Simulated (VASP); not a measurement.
# BaS: single point with PBE

Crystal: BaS.

```
Ba S
1.0
     0.00000    3.11491    3.11491
     3.11491    0.00000    3.11491
     3.11491    3.11491    0.00000
Ba S
1 1
Direct
  0.00000 0.00000 0.00000
  0.50000 0.50000 0.50000
```

This cell differs from its parent crystal: volume scaled by 0.91.

| Item | Value |
| --- | --- |
| Program | VASP 6.6.1 |
| Task | single point |
| Functional | PBE |
| Potentials or basis | VASP PAW PBE potentials, release 64 (Ba_sv, S) |
| Cutoff | 520 eV |
| k mesh | 8 × 8 × 8 |
| Occupations | gaussian, width 0.02 eV |
| Spin | no spin polarisation |
| Dipole correction | no |
| Further INCAR settings | ALGO = Normal; EDIFF = 1e-06; NBANDS = 15 |

- Pressure: 5.6 GPa
- Band gap on the k mesh: 1.96 eV, indirect (least direct gap 2.05 eV)

Levels at points of the mesh, in eV from the valence-band top:
| k point | band 4 | band 5 | band 6 | band 7 | band 8 | band 9 | band 10 | band 11 | band 12 | band 13 |
| --- | --- | --- | --- | --- | --- | --- | --- | --- | --- | --- |
| (0.00, 0.00, 0.00) | -10.89 | -10.48 | 0.00 | 0.00 | 0.00 | 3.86 | 3.86 | 3.86 | 3.98 | 4.87 |
| (0.50, 0.00, 0.00) | -10.94 | -8.87 | -2.11 | -1.24 | -1.24 | 5.80 | 5.92 | 6.59 | 6.59 | 9.19 |
| (0.50, 0.50, 0.00) | -11.15 | -10.41 | -0.42 | -0.09 | -0.09 | 1.96 | 6.12 | 6.50 | 7.90 | 7.90 |

Wall time 17 s on 1 thread of Intel(R) Xeon(R) 6975P-C (Granite Rapids), with other jobs on the host, peak memory 0.21 GiB.

Caveat: spin-orbit coupling is left out, which moves the levels of the heavy elements. A k mesh can miss the band edges.
